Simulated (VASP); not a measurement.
# Si63S (a cell with a defect) in VASP: notebook, part 2 of 2

VASP 6.6.1. The steps go on from the part before.

### Step 3. Single point, PBEsol

INCAR

```
PREC     = Accurate       # precision mode
ENCUT    = 400            # plane-wave cutoff, eV
EDIFF    = 1E-6           # SCF threshold, eV
ISMEAR   = -1             # smearing method
SIGMA    = 0.05           # smearing width, eV
LREAL    = Auto         
LASPH    = True           # aspherical terms in the spheres
NELM     = 120            # most SCF steps
ALGO     = Normal         # electronic algorithm
ISIF     = 2              # what is computed and relaxed
LWAVE    = False          # write WAVECAR
LCHARG   = False          # write CHGCAR
GGA      = PS             # functional
NELECT   = 256.0        
ISYM     = -1           
NBANDS   = 167            # bands
GGA_COMPAT= False
```

KPOINTS

```
explicit points
1
Reciprocal
  0.25000000   0.25000000   0.25000000 1
```

POSCAR

```
Si63S
1.0
   10.8655790000      0.0000000000      0.0000000000
    0.0000000000     10.8655790000      0.0000000000
    0.0000000000      0.0000000000     10.8655790000
Si S
63 1
Direct
    0.9998700000      0.9992350000      0.9996140000
    0.0002690000      0.9997810000      0.4993020000
    0.0002460000      0.4988690000      0.0001950000
    0.0004190000      0.4994710000      0.4998970000
    0.4993880000      0.9998010000      0.0001890000
    0.5001590000      0.9997670000      0.4998930000
    0.5001410000      0.4994850000      0.0001600000
    0.1244890000      0.1242530000      0.1243980000
    0.1258500000      0.1253850000      0.6259900000
    0.1258150000      0.6258380000      0.1255110000
    0.1239570000      0.6249510000      0.6251430000
    0.6263020000      0.1253980000      0.1255750000
    0.6253200000      0.1236710000      0.6251570000
    0.6252790000      0.6249800000      0.1238140000
    0.6295310000      0.6289300000      0.6291590000
    0.2489770000      0.2486350000      0.9988680000
    0.2493550000      0.2489290000      0.4955690000
    0.2498270000      0.7497930000      0.9996540000
    0.2502710000      0.7496460000      0.5028130000
    0.7502240000      0.2494260000      0.9996870000
    0.7500390000      0.2499490000      0.5027880000
    0.7505720000      0.7501510000      0.0003040000
    0.7509630000      0.7504730000      0.4970980000
    0.3745150000      0.3739290000      0.1225700000
    0.3714480000      0.3710800000      0.6271710000
    0.3742550000      0.8737820000      0.1255070000
    0.3755440000      0.8761340000      0.6250310000
    0.8739940000      0.3739940000      0.1256010000
    0.8767200000      0.3749540000      0.6250570000
    0.8756290000      0.8750700000      0.1252030000
    0.8754910000      0.8751650000      0.6266260000
    0.2489300000      0.9987430000      0.2488550000
    0.2498350000      0.9994980000      0.7499160000
    0.2492760000      0.4953480000      0.2490470000
    0.2502720000      0.5026220000      0.7498520000
    0.7502250000      0.9994900000      0.2496110000
    0.7505250000      0.0001640000      0.7504080000
    0.7499250000      0.5026730000      0.2501950000
    0.7509630000      0.4968850000      0.7506880000
    0.3745220000      0.1221770000      0.3743590000
    0.3743370000      0.1251380000      0.8740560000
    0.3712720000      0.6269190000      0.3712190000
    0.3755400000      0.6246700000      0.8765210000
    0.8741010000      0.1251110000      0.3743470000
    0.8756530000      0.1248050000      0.8754780000
    0.8767410000      0.6246690000      0.3753690000
    0.8755700000      0.6261500000      0.8755090000
    0.9988620000      0.2485070000      0.2488880000
    0.0000190000      0.2492760000      0.7500250000
    0.9999930000      0.7496550000      0.2496760000
    0.0003230000      0.7500370000      0.7503950000
    0.4959150000      0.2488420000      0.2492540000
    0.5028100000      0.2497930000      0.7498930000
    0.5028040000      0.7495870000      0.2500880000
    0.4974290000      0.7503410000      0.7507280000
    0.1226580000      0.3739430000      0.3741510000
    0.1256510000      0.3739990000      0.8739460000
    0.1256150000      0.8737230000      0.3742060000
    0.1252950000      0.8750740000      0.8752160000
    0.6272230000      0.3712450000      0.3715000000
    0.6252080000      0.3749610000      0.8763230000
    0.6251830000      0.8761250000      0.3751630000
    0.6266870000      0.8751770000      0.8753960000
    0.5017640000      0.5012170000      0.5016730000
```

Potentials or basis: VASP PAW PBE potentials, release 64 (Si, S).

Command:

```bash
> cat potpaw_PBE.64/Si/POTCAR potpaw_PBE.64/S/POTCAR > POTCAR
> mpirun -np 1 vasp_std > vasp.out
```

It took 4.2 min on 1 thread of AMD EPYC 9R45 (Zen 5), shared host; peak memory 0.75 GiB.

It converged, with:

```yaml
Free_energy: -377.6908 eV
Largest_force: 0.023 eV/Å
```

Forces in eV/Å, atoms in the order of the input:
```
Si   0.002  0.002  0.005
Si   0.003  0.003  0.001
Si   0.004  0.002  0.002
Si   0.000  0.004  0.001
Si   0.001  0.006  0.001
Si  -0.001  0.007  0.002
Si  -0.002  0.002  0.002
Si   0.004 -0.001  0.002
Si   0.001 -0.001 -0.003
Si   0.001 -0.004  0.003
Si   0.001  0.000  0.001
Si  -0.004  0.000  0.004
Si  -0.001 -0.002 -0.001
Si   0.000  0.000  0.000
Si  -0.014 -0.009 -0.009
Si   0.004 -0.001  0.002
Si   0.004  0.000  0.002
Si   0.003 -0.001  0.001
Si   0.000  0.003 -0.005
Si   0.000 -0.004  0.003
Si   0.000 -0.002 -0.002
Si   0.001  0.001  0.001
Si   0.001  0.002  0.001
Si  -0.001 -0.002 -0.004
Si  -0.007 -0.005 -0.001
Si   0.004 -0.003 -0.002
Si  -0.002 -0.002  0.002
Si   0.000  0.003 -0.002
Si  -0.001 -0.002  0.000
Si   0.000 -0.002 -0.005
Si  -0.001 -0.001 -0.011
Si   0.002 -0.001  0.003
Si   0.003 -0.001  0.003
Si   0.002  0.000  0.001
Si   0.002 -0.005  0.003
Si  -0.003  0.000 -0.001
Si   0.000 -0.002  0.004
Si   0.003 -0.006  0.002
Si   0.002  0.000  0.001
Si  -0.002 -0.001 -0.005
Si   0.002 -0.002  0.000
Si   0.003 -0.005  0.002
Si  -0.003  0.002 -0.002
Si  -0.003  0.002  0.001
Si  -0.002  0.003 -0.005
Si  -0.003  0.001 -0.005
Si  -0.004 -0.003 -0.002
Si   0.002  0.002  0.000
Si  -0.003  0.003  0.004
Si  -0.001  0.001  0.000
Si   0.005  0.000  0.002
Si   0.000  0.004  0.002
Si   0.001  0.001  0.001
Si  -0.002  0.003  0.000
Si   0.001  0.005  0.002
Si  -0.001 -0.001 -0.001
Si  -0.002  0.002 -0.001
Si   0.002  0.001  0.003
Si   0.000  0.000  0.001
Si   0.002 -0.011 -0.013
Si  -0.003  0.000  0.002
Si   0.001  0.000  0.000
Si  -0.006 -0.002 -0.001
S    0.006  0.020  0.007
```

Levels at points of the mesh, in eV from the Fermi level:
```tsv
k point	band 124	band 125	band 126	band 127	band 128	band 129	band 130	band 131	band 132	band 133
(0.25, 0.25, 0.25)	-0.85	-0.85	-0.78	-0.36	-0.36	0.33	0.76	0.76	0.96	1.15
```

Caveat: the cell carries a net charge on a neutralising background, which shifts energy and pressure; the cell is charged against a uniform background, so pressure and absolute levels hang on convention; the PAW data sets were made with another functional, which shifts forces and pressure a little.
